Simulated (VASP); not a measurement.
# GeW (NiAs type) (P6_3/mmc) in VASP: relaxation of cell and atoms with PBE

Aim: the relaxation of cell and atoms of GeW (NiAs type) with PBE.

All numbers are computed with VASP 6.6.1; they aren't measurements. Logs are shortened: lines on timing, memory, paths and dates and some standing lists are left out, and cuts for length are marked.

## (1) The cell of the first run

It takes space group P6_3/mmc (No. 194, hexagonal). The conventional cell has a = 2.948 Å, b = 2.948 Å, c = 4.570 Å, α = 90.00°, β = 90.00°, γ = 120.00°. W (site symmetry -3m) has 6 Ge at 2.05 Å and 2 W at 2.29 Å within 2.7 Å. Ge (site symmetry -6m2) has 6 W at 2.05 Å within 2.7 Å.

## (2) Relaxation of cell and atoms, PBE, target pressure 520 GPa, at which the enthalpy is minimised

Contents of INCAR:

```
ALGO = Normal
EDIFF = 1E-6
EDIFFG = -0.005
ENCUT = 600
GGA = PE
IBRION = 2
ISIF = 3
ISMEAR = -1
LASPH = T
LCHARG = F
LREAL = F
LWAVE = F
NELM = 60
NSW = 60
PREC = Accurate
PSTRESS = 5200.0
SIGMA = 0.05
```

Contents of KPOINTS:

```
k-points
0
Gamma
  12 12 7
```

Contents of POSCAR:

```
GeW
1.0
    2.9484960548      0.0000000000      0.0000000000
   -1.4742480274      2.5534724864      0.0000000000
    0.0000000000      0.0000000000      4.5701688849
W Ge
2 2
Direct
    0.0000000000      0.0000000000      0.0000000000
    0.0000000000      0.0000000000      0.5000000000
    0.3333333333      0.6666666667      0.2500000000
    0.6666666667      0.3333333333      0.7500000000
```

Potentials or basis: VASP PAW PBE potentials, release 64 (W_sv, Ge_d).

Started as:

```
$ cat potpaw_PBE.64/W_sv/POTCAR potpaw_PBE.64/Ge_d/POTCAR > POTCAR
$ mpirun -np 1 vasp_std > vasp.out
```

OUTCAR:

```text
EDIFF = 1E-6
   EDIFFG = -0.005
   ENCUT = 600
   GGA = PE
   IBRION = 2
   ISIF = 3
   ISMEAR = -1
   LASPH = T
   LREAL = F
   NELM = 60
   NSW = 60
   PREC = Accurate
   PSTRESS = 5200.0

 ion  position               nearest neighbor table
   1  0.000  0.000  0.000-   3 2.05   4 2.05   3 2.05   4 2.05   4 2.05   3 2.05   2 2.29   2 2.29

   2  0.000  0.000  0.500-   3 2.05   4 2.05   3 2.05   4 2.05   4 2.05   3 2.05   1 2.29   1 2.29

   3  0.333  0.667  0.250-   1 2.05   2 2.05   1 2.05   2 2.05   1 2.05   2 2.05   4 2.85   4 2.85
                             4 2.85   4 2.85   4 2.85   4 2.85
   4  0.667  0.333  0.750-   1 2.05   2 2.05   1 2.05   2 2.05   1 2.05   2 2.05   3 2.85   3 2.85
                             3 2.85   3 2.85   3 2.85   3 2.85

  LATTYP: Found a hexagonal cell.
 ALAT       =     2.9484960548
 C/A-ratio  =     1.5500000000

  Lattice vectors:

 A1 = (   2.9484960548,   0.0000000000,   0.0000000000)
 A2 = (  -1.4742480274,   2.5534724864,   0.0000000000)
 A3 = (   0.0000000000,   0.0000000000,   4.5701688849)

Analysis of symmetry for initial positions (statically):
=====================================================================
 Subroutine PRICEL returns:
 Original cell was already a primitive cell.

 Routine SETGRP: Setting up the symmetry group for a
 hexagonal supercell.

 Subroutine GETGRP returns: Found 24 space group operations
 (whereof 12 operations were pure point group operations)
 out of a pool of 24 trial point group operations.

The static configuration has the point symmetry D_3d.
 The point group associated with its full space group is D_6h.

Analysis of symmetry for dynamics (positions and initial velocities):
=====================================================================
 Subroutine PRICEL returns:
 Original cell was already a primitive cell.

 Routine SETGRP: Setting up the symmetry group for a
 hexagonal supercell.

 Subroutine GETGRP returns: Found 24 space group operations
 (whereof 12 operations were pure point group operations)
 out of a pool of 24 trial point group operations.

The dynamic configuration has the point symmetry D_3d.
 The point group associated with its full space group is D_6h.

 Subroutine INISYM returns: Found 24 space group operations
 (whereof 12 operations are pure point group operations),
[... 108 lines left out ...]
   POTIM  = 0.5000    time-step for ionic-motion
   TEBEG  =    0.0;   TEEND  =   0.0 temperature during run
   PSTRESS= 5200.0 pullay stress
   NELECT =      56.0000    total number of electrons
   NUPDOWN=      -1.0000    fix difference up-down
   EMIN   =  10.00;   EMAX   =-10.00  energy-range for DOS
   EFERMI =   0.00;   METHOD = LEGACY
   ISMEAR =    -1;   SIGMA  =   0.05  broadening in eV -4-tet -1-fermi 0-gaus
   EFERMI_NEDOS =   21; number of points for ismear=-14 and -15
   IALGO  =     38    algorithm
   IMIX   =      4    mixing-type and parameters
     AMIX     =   0.40;   BMIX     =  1.00
     AMIX_MAG =   1.60;   BMIX_MAG =  1.00
  volume/ion in A,a.u.               =       8.60        58.05
  Fermi-wavevector in a.u.,A,eV,Ry     =   1.925674  3.638997 50.453419  3.708222
  Thomas-Fermi vector in A             =   2.959002
   LORBIT       =      0    0 simple, 1 ext, 2 COOP (PROOUT), +10 PAW based schemes
   GGA     = PE    functional components
   LHFCALC =     F    Hartree Fock is set to
   AEXX    =    0.0000 exact exchange contribution
   IVDW    =     0    specifies the selected vdW correction
   LEPSILON=     F    determine dielectric tensor
   LRPA    =     F    only Hartree local field effects (RPA)
 conjugate gradient relaxation of ions
 non-spin polarized calculation
  energy-cutoff  :      600.00
  volume of cell :       34.41
 maximum number of plane-waves:      1164
 NGX is ok and might be reduce to    24
   NGX = 11   NGY = 11   NGZ = 19

--------------------------------------- Ionic step        1  -------------------------------------------

 number of electron      56.0000003 magnetization

 Free energy of the ion-electron system (eV)
  ---------------------------------------------------
  ext. energy  EPLUGINS =         0.00000000
  ---------------------------------------------------
  free energy    TOTEN  =         2.82851931 eV

  energy without entropy =        2.84051154  energy(sigma->0) =        2.83451542

------------------------ aborting loop because EDIFF is reached ----------------------------------------

  FORCE on cell =-STRESS in cart. coord.  units (eV):
  Direction    XX          YY          ZZ          XY          YZ          ZX
  --------------------------------------------------------------------------------------
  -------------------------------------------------------------------------------------
  Total      115.8054366    115.8054366    152.0539273      0.0000000      0.0000000      0.0000000
  in kB     5392.3186436   5392.3186436   7080.1790570      0.0000000      0.0000000      0.0000000
  external PRESSURE =     754.9387814 kB  Pullay stress =    5200.0000000 kB
[... 103 lines left out ...]
  energy  without entropy=      -11.1971353346  energy(sigma->0) =      -11.20364472

  enthalpy is  TOTEN    =       113.6292909163 eV   P V=      124.8394450218

[... ionic steps 4 to 19 ...]

--------------------------------------- Ionic step       20  -------------------------------------------

 number of electron      55.9999997 magnetization

------------------------ aborting loop because EDIFF is reached ----------------------------------------
[... 75 lines left out ...]
--------------------------------------- Ionic step       22  -------------------------------------------

 number of electron      55.9999997 magnetization

 Free energy of the ion-electron system (eV)
  ---------------------------------------------------
  ext. energy  EPLUGINS =         0.00000000
  ---------------------------------------------------
  free energy    TOTEN  =        -6.11010263 eV

  energy without entropy =       -6.09958505  energy(sigma->0) =       -6.10484384

 E-fermi :  21.5543     XC(G=0): -16.9272

 val. band max:       21.5289075133   @ k =   0.1667   0.0000   0.2857
 cond. band min:      21.5678142587   @ k =   0.1667   0.0833   0.4286
 fundamental gap:      0.0389067454
 Fermi energy:        21.5543040792

 k-point     1 :       0.0000    0.0000    0.0000
  band No.  band energies     occupation
      1     -52.5893      2.00000
      2     -52.5777      2.00000
      3     -18.5328      2.00000
      4     -18.1268      2.00000
      5     -14.8235      2.00000
      6     -14.8235      2.00000
[... 853 lines left out ...]
     32      26.6733      0.00000
     33      27.2074      0.00000

 [... further k-points ...]
[... 5 lines left out ...]
  --------------------------------------------------------------------------------------
  -------------------------------------------------------------------------------------
  Total      108.4102144    108.4102144    108.4168685     -0.0000000      0.0000000      0.0000000
  in kB     5200.4745581   5200.4745573   5200.7937580     -0.0000000      0.0000000      0.0000000
  external PRESSURE =       0.5809578 kB  Pullay stress =    5200.0000000 kB
[... 23 lines left out ...]
  energy  without entropy=       -6.0995850468  energy(sigma->0) =       -6.10484384

  enthalpy is  TOTEN    =       102.2902190161 eV   P V=      108.4003216500

 reached required accuracy - stopping structural energy minimisation
```

It took 12 min on 1 thread of Intel Xeon Platinum 8488C (Sapphire Rapids), shared host; peak memory 0.25 GiB.

Results:

| Item | Value |
| --- | --- |
| Free energy | -6.1101 eV |
| Relaxed volume | 8.35 Å³/atom |
| Relaxed cell | a = 2.362 Å, b = 2.362 Å, c = 6.912 Å, α = 90.00°, β = 90.00°, γ = 120.00° |
| Space group after relaxing (to 0.1 Å) | P6_3/mmc (No. 194) |
| Energy change on relaxing (the run minimises the enthalpy) | -2234.7 meV/atom |
| Ionic steps | 22 |
| Pressure after relaxing | 520.1 GPa |
| Band gap on the k mesh | zero (bands 28 and 29 overlap by 1.95 eV) |

The path:
```csv
step,energy change (eV),largest force (eV/Å),pressure (GPa),volume (Å³)
1,0.0000,0.0000,595.49,34.41
2,-35.8019,0.0000,38.58,56.39
3,-14.0387,0.0000,382.15,38.46
4,-9.9704,0.0000,443.84,37.11
5,-12.1205,0.0000,463.32,35.26
6,53.5285,0.0000,1463.19,25.44
7,-11.0008,0.0000,487.18,34.54
8,2.6975,0.0000,708.82,30.57
9,-7.6052,0.0000,548.44,33.07
10,-2.7666,0.0000,625.52,31.69
11,-5.0818,0.0000,589.25,32.28
12,-15.4779,0.0000,280.79,39.10
13,-8.4867,0.0000,521.08,33.30
14,-7.3470,0.0000,544.42,32.94
15,-10.8783,0.0000,490.10,34.06
16,-8.8870,0.0000,521.17,33.38
17,-8.8557,0.0000,522.01,33.37
18,-9.2389,0.0000,514.22,33.49
19,-8.9414,0.0000,519.71,33.40
20,-8.9327,0.0000,520.19,33.40
21,-8.9359,0.0000,520.13,33.40
22,-8.9386,0.0000,520.06,33.40
```

Final structure:
```cif
data_structure
_symmetry_space_group_name_H-M 'P 1'
_symmetry_Int_Tables_number 1
_cell_length_a 2.3620
_cell_length_b 2.3620
_cell_length_c 6.9125
_cell_angle_alpha 90.000
_cell_angle_beta 90.000
_cell_angle_gamma 120.000
_cell_volume 33.40
loop_
_atom_site_label
_atom_site_type_symbol
_atom_site_fract_x
_atom_site_fract_y
_atom_site_fract_z
_atom_site_occupancy
W1 W 0.00000 0.00000 0.00000 1
W2 W 0.00000 0.00000 0.50000 1
Ge1 Ge 0.33333 0.66667 0.25000 1
Ge2 Ge 0.66667 0.33333 0.75000 1
```

Caveat: the cell is relaxed towards a set pressure, so the run minimises the enthalpy, not the energy; a cell axis changed by over 15 % at a fixed basis, so the end point is rough; spin-orbit coupling is left out, which moves the levels of the heavy elements.

The gap in the log of VASP goes by the Fermi energy; the results here count the filled bands.